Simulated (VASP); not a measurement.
Mg: single point with HSE06

The system is Mg.

```
CELL_PARAMETERS angstrom
3.05030 0.00000 0.00000
-1.52515 2.64164 0.00000
0.00000 0.00000 3.04484
ATOMIC_POSITIONS crystal
Mg 0.00000 0.00000 0.00000
```

This isn't the form of Mg at room conditions, which is hcp.

```yaml
Program: VASP 6.6.1
Task: single point
Functional: HSE06
Potentials_or_basis: VASP PAW PBE potentials, release 64 (Mg)
Cutoff: 520 eV
k_mesh: 6 × 6 × 5
Occupations: fermi-dirac, width 0.05 eV
Spin: no spin polarisation
```

| Property | Result |
| --- | --- |
| Pressure | 1.5 GPa |
| Band gap on the k mesh | zero (bands 1 and 2 overlap by 4.78 eV) |

Stress tensor (GPa, compression positive):
```
0.11 0.00 0.00
0.00 0.11 0.00
0.00 0.00 4.28
```

Levels at points of the mesh, in eV from the Fermi level:
```csv
k point,band 1,band 2,band 3,band 4,band 5
"(0.00, 0.00, 0.00)",-7.64,8.75,9.50,13.46,13.46
"(0.50, 0.00, 0.00)",-1.75,-1.19,9.03,9.41,13.77
```

Wall time 110 s on 1 thread of AMD EPYC 7R13, with other jobs on the host, peak memory 0.21 GiB.

Caveat: the k points lie up to 0.41 Å⁻¹ apart, too coarse for converged energies and pressures of a metal; the PAW data sets were made with another functional, which shifts forces and pressure a little.
